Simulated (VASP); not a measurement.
**ZnSb2C: single point with PBE**

ZnSb2C:

```xyz
8
Lattice="3.9060 0.0000 0.0000 0.0000 3.9060 0.0000 0.0000 0.0000 11.8022" Properties=species:S:1:pos:R:3 pbc="T T T"
Zn    1.9530    0.0000   10.0878
Zn    0.0000    1.9530    1.7145
Sb    1.9530    1.9530    0.0000
Sb    0.0000    0.0000    3.5104
Sb    1.9530    1.9530    5.9011
Sb    0.0000    0.0000    8.2918
C     1.9530    0.0000    4.7346
C     0.0000    1.9530    7.0676
```

```json
{"Program": "VASP 6.6.1", "Task": "single point", "Functional": "PBE", "Potentials or basis": "VASP PAW PBE potentials, release 64 (Zn, Sb, C)", "Cutoff": "520 eV", "k mesh": "6 × 6 × 2", "Occupations": "fermi-dirac, width 0.02 eV", "Spin": "no spin polarisation", "Dipole correction": "no", "Further INCAR settings": "ALGO = Normal; EDIFF = 1e-07; NBANDS = 36"}
```

```
Pressure               : 0.1 GPa
Largest force          : 0.009 eV/Å
Band gap on the k mesh : zero (band 26 reaches 5.67 eV, above the bottom of band 27 at 5.43 eV)
```

Forces in eV/Å, atoms in the order of the input:
```
Zn   0.000  0.000 -0.009
Zn   0.000  0.000  0.009
Sb   0.000  0.000  0.000
Sb   0.000  0.000 -0.009
Sb   0.000  0.000  0.000
Sb   0.000  0.000  0.009
C    0.000  0.000  0.000
C    0.000  0.000  0.000
```

Levels at points of the mesh, in eV from the Fermi level:
| k point | band 24 | band 25 | band 26 | band 27 | band 28 | band 29 |
| --- | --- | --- | --- | --- | --- | --- |
| (0.00, 0.00, 0.00) | -0.50 | -0.32 | -0.23 | -0.23 | 0.79 | 1.00 |
| (0.50, 0.00, 0.00) | -1.74 | -0.89 | -0.54 | 0.32 | 0.97 | 2.10 |
| (0.50, 0.50, 0.00) | -2.79 | -2.79 | -2.02 | 0.65 | 0.65 | 1.32 |
| (0.00, 0.00, 0.50) | -0.47 | -0.10 | -0.10 | 0.21 | 0.22 | 0.75 |
| (0.50, 0.00, 0.50) | -2.55 | -0.39 | -0.12 | 0.31 | 0.97 | 1.69 |
| (0.50, 0.50, 0.50) | -2.90 | -2.90 | -2.08 | 1.26 | 1.26 | 1.75 |

Run time: 4.8 min on 1 thread of Oxide Virtual Turin-like Processor (shared host), peak memory 0.3 GiB.

Caveat: spin-orbit coupling is left out, which moves the levels of the heavy elements.
